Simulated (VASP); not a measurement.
# Al (P6_3/mmc) in VASP: further runs, part 2 of 2

VASP 6.6.1. Earlier steps stand in the parts before.

## 3. Relaxation of shape and atoms at fixed volume, PBE (volume scaled by 1.06)

Contents of INCAR:

```
ALGO     = Fast           # electronic algorithm
EDIFF    = 1E-6           # SCF threshold, eV
EDIFFG   = -0.01          # ionic threshold
ENCUT    = 600            # plane-wave cutoff, eV
GGA      = PE             # functional
IBRION   = 2              # ionic algorithm
ISIF     = 4              # what is computed and relaxed
ISMEAR   = 0              # smearing method
LASPH    = True           # aspherical terms in the spheres
LCHARG   = False          # write CHGCAR
LREAL    = False          # projectors in reciprocal space
LWAVE    = False          # write WAVECAR
NELM     = 100            # most SCF steps
NSW      = 50             # ionic steps
PREC     = Accurate       # precision mode
SIGMA    = 0.1            # smearing width, eV
```

Contents of KPOINTS:

```
k-points
0
Gamma
  22 22 12
```

Contents of POSCAR:

```
Al
1.0
    1.4527062226     -2.5161483362      0.0000000000
    1.4527062226      2.5161483362      0.0000000000
    0.0000000000      0.0000000000      4.8250917398
Al
2
Direct
    0.3333328498      0.6666671502      0.7500000000
    0.6666671502      0.3333328498      0.2500000000
```

Potentials or basis: VASP PAW PBE potentials, release 64 (Al).

On the command line:

```
$ cat potpaw_PBE.64/Al/POTCAR > POTCAR
$ mpirun -np 1 vasp_std > vasp.out
```

OUTCAR:

```text
EDIFF = 1E-6
   EDIFFG = -0.01
   ENCUT = 600
   GGA = PE
   IBRION = 2
   ISIF = 4
   ISMEAR = 0
   LASPH = True
   LREAL = False
   NELM = 100
   NSW = 50
   PREC = Accurate

 ion  position               nearest neighbor table
   1  0.333  0.667  0.750-   2 2.94   2 2.94   2 2.94   2 2.94   2 2.94   2 2.94
   2  0.667  0.333  0.250-   1 2.94   1 2.94   1 2.94   1 2.94   1 2.94   1 2.94

  LATTYP: Found a hexagonal cell.
 ALAT       =     2.9054014901
 C/A-ratio  =     1.6607314879

  Lattice vectors:

 A1 = (   1.4527062226,  -2.5161483362,   0.0000000000)
 A2 = (   1.4527062226,   2.5161483362,   0.0000000000)
 A3 = (   0.0000000000,   0.0000000000,   4.8250917398)

Analysis of symmetry for initial positions (statically):
=====================================================================
 Subroutine PRICEL returns:
 Original cell was already a primitive cell.

 Routine SETGRP: Setting up the symmetry group for a
 hexagonal supercell.

 Subroutine GETGRP returns: Found 24 space group operations
 (whereof 12 operations were pure point group operations)
 out of a pool of 24 trial point group operations.

The static configuration has the point symmetry D_3d.
 The point group associated with its full space group is D_6h.

Analysis of symmetry for dynamics (positions and initial velocities):
=====================================================================
 Subroutine PRICEL returns:
 Original cell was already a primitive cell.

 Routine SETGRP: Setting up the symmetry group for a
 hexagonal supercell.

 Subroutine GETGRP returns: Found 24 space group operations
 (whereof 12 operations were pure point group operations)
 out of a pool of 24 trial point group operations.

The dynamic configuration has the point symmetry D_3d.
 The point group associated with its full space group is D_6h.

 Subroutine INISYM returns: Found 24 space group operations
 (whereof 12 operations are pure point group operations),
[... 119 lines left out ...]
  Thomas-Fermi vector in A             =   2.030836
   LORBIT       =      0    0 simple, 1 ext, 2 COOP (PROOUT), +10 PAW based schemes
   GGA     = PE    functional components
   LHFCALC =     F    Hartree Fock is set to
   AEXX    =    0.0000 exact exchange contribution
   IVDW    =     0    specifies the selected vdW correction
   LEPSILON=     F    determine dielectric tensor
   LRPA    =     F    only Hartree local field effects (RPA)
 conjugate gradient relaxation of ions
 non-spin polarized calculation
 RMM-DIIS sequential band-by-band and
 Gauss-broadening in eV      SIGMA  =   0.10
  energy-cutoff  :      600.00
  volume of cell :       35.27
 maximum number of plane-waves:      1190
 NGX is ok and might be reduce to    24
   NGX = 11   NGY = 11   NGZ = 19

 number of electron       6.0000000 magnetization

 Free energy of the ion-electron system (eV)
  ---------------------------------------------------
  ext. energy  EPLUGINS =         0.00000000
  ---------------------------------------------------
  free energy    TOTEN  =        -7.40550090 eV

  energy without entropy =       -7.40156579  energy(sigma->0) =       -7.40353334

 E-fermi :   7.3020     XC(G=0):  -9.9593

 val. band max:        7.2992180867   @ k =   0.3636   0.0455   0.0833
 cond. band min:       7.3281326986   @ k =   0.5000   0.0000   0.0833
 fundamental gap:      0.0289146119
 Fermi energy:         7.3020226634

 k-point     1 :       0.0000    0.0000    0.0000
  band No.  band energies     occupation
      1      -3.3623      2.00000
      2       2.8262      2.00000
      3       2.9140      2.00000
      4      17.6039      0.00000
      5      17.6041      0.00000
      6      18.1353      0.00000
      7      18.1355      0.00000
[... 221 lines left out ...]
 k-point    24 :       0.1364    0.0909    0.0000
  band No.  band energies     occupation
      1      -2.4473      2.00000
      2       3.7216      2.00000
      3       3.7705      2.00000
      4      11.7818      0.00000
      5      12.7228      0.00000
      6      17.2669      0.00000
      7      17.3524      0.00000

 [... further k-points ...]

------------------------ aborting loop because EDIFF is reached ----------------------------------------

  FORCE on cell =-STRESS in cart. coord.  units (eV):
  Direction    XX          YY          ZZ          XY          YZ          ZX
  --------------------------------------------------------------------------------------
  -------------------------------------------------------------------------------------
  Total       -0.8479332     -0.8479246     -0.8253595      0.0000000      0.0000000      0.0000000
  in kB      -38.5143515    -38.5139642    -37.4890244      0.0000000      0.0000000      0.0000000
  external PRESSURE =     -38.1724467 kB  Pullay stress =       0.0000000 kB

 VOLUME and BASIS-vectors are now :
 -----------------------------------------------------------------------------
  energy-cutoff  :      600.00
  volume of cell :       35.27
      direct lattice vectors                 reciprocal lattice vectors
     1.452706223 -2.516148336  0.000000000     0.344185213 -0.198716424  0.000000000
     1.452706223  2.516148336  0.000000000     0.344185213  0.198716424  0.000000000
     0.000000000  0.000000000  4.825091740     0.000000000  0.000000000  0.207249945

 POSITION                                       TOTAL-FORCE (eV/Angst)
 -----------------------------------------------------------------------------------
      1.45271      0.83872      3.61882        -0.000000     -0.000000      0.000000
      1.45271     -0.83872      1.20627         0.000000      0.000000      0.000000
 -----------------------------------------------------------------------------------
    total drift:                                0.000000     -0.000015     -0.000001

  FREE ENERGIE OF THE ION-ELECTRON SYSTEM (eV)
  ---------------------------------------------------
  free  energy   TOTEN  =        -7.4055009011 eV

  energy  without entropy=       -7.4015657858  energy(sigma->0) =       -7.40353334

 reached required accuracy - stopping structural energy minimisation
```

OSZICAR:

```text
N       E                     dE             d eps       ncg     rms          rms(c)
DAV:   1     0.903229236850E+00    0.90323E+00   -0.25288E+03  5096   0.752E+02
DAV:   2    -0.735995912033E+01   -0.82632E+01   -0.78398E+01  6804   0.526E+01
DAV:   3    -0.745096342780E+01   -0.91004E-01   -0.88260E-01  7343   0.689E+00
DAV:   4    -0.745136961449E+01   -0.40619E-03   -0.40600E-03  7238   0.403E-01
DAV:   5    -0.745137086661E+01   -0.12521E-05   -0.12531E-05  7518   0.196E-02    0.166E+00
RMM:   6    -0.742456830597E+01    0.26803E-01   -0.33702E-03  5096   0.482E-01    0.971E-01
RMM:   7    -0.740553695076E+01    0.19031E-01   -0.99803E-03  5096   0.795E-01    0.146E-01
RMM:   8    -0.740550018882E+01    0.36762E-04   -0.28579E-04  5096   0.165E-01    0.178E-02
RMM:   9    -0.740550269999E+01   -0.25112E-05   -0.43984E-05  5096   0.623E-02    0.140E-02
RMM:  10    -0.740550355813E+01   -0.85814E-06   -0.10251E-05  5096   0.327E-02    0.459E-03
RMM:  11    -0.740550023840E+01    0.33197E-05   -0.24002E-06  4564   0.131E-02    0.113E-02
RMM:  12    -0.740550090114E+01   -0.66274E-06   -0.64754E-07  3571   0.902E-03
   1 F= -.74055009E+01 E0= -.74035333E+01  d E =-.740550E+01
```

CONTCAR:

```text
Al
   1.00000000000000
     1.4527062226000000   -2.5161483362000001    0.0000000000000000
     1.4527062226000000    2.5161483362000001    0.0000000000000000
     0.0000000000000000    0.0000000000000000    4.8250917398000004
  Al
     2
Direct
     0.3333328498000014    0.6666671501999986    0.7500000000000000
     0.6666671501999986    0.3333328498000014    0.2500000000000000

  0.00000000E+00  0.00000000E+00  0.00000000E+00
  0.00000000E+00  0.00000000E+00  0.00000000E+00
```

It took 26 s on 1 thread of Intel Xeon 6975P-C (Granite Rapids), shared host; peak memory 0.22 GiB.

Results:

```
Free energy             : -7.4055 eV
Pressure after relaxing : -3.8 GPa
Band gap on the k mesh  : zero (band 3 reaches 11.26 eV, above the bottom of band 4 at 4.21 eV)
```

Stress tensor (GPa, compression positive):
```
-3.85  0.00  0.00
 0.00 -3.85  0.00
 0.00  0.00 -3.75
```

Final structure:
```
CELL_PARAMETERS angstrom
1.45271 -2.51615 0.00000
1.45271 2.51615 0.00000
0.00000 0.00000 4.82509
ATOMIC_POSITIONS crystal
Al 0.33333 0.66667 0.75000
Al 0.66667 0.33333 0.25000
```

Caveat: the relaxation stopped at its first step, so nothing moved.
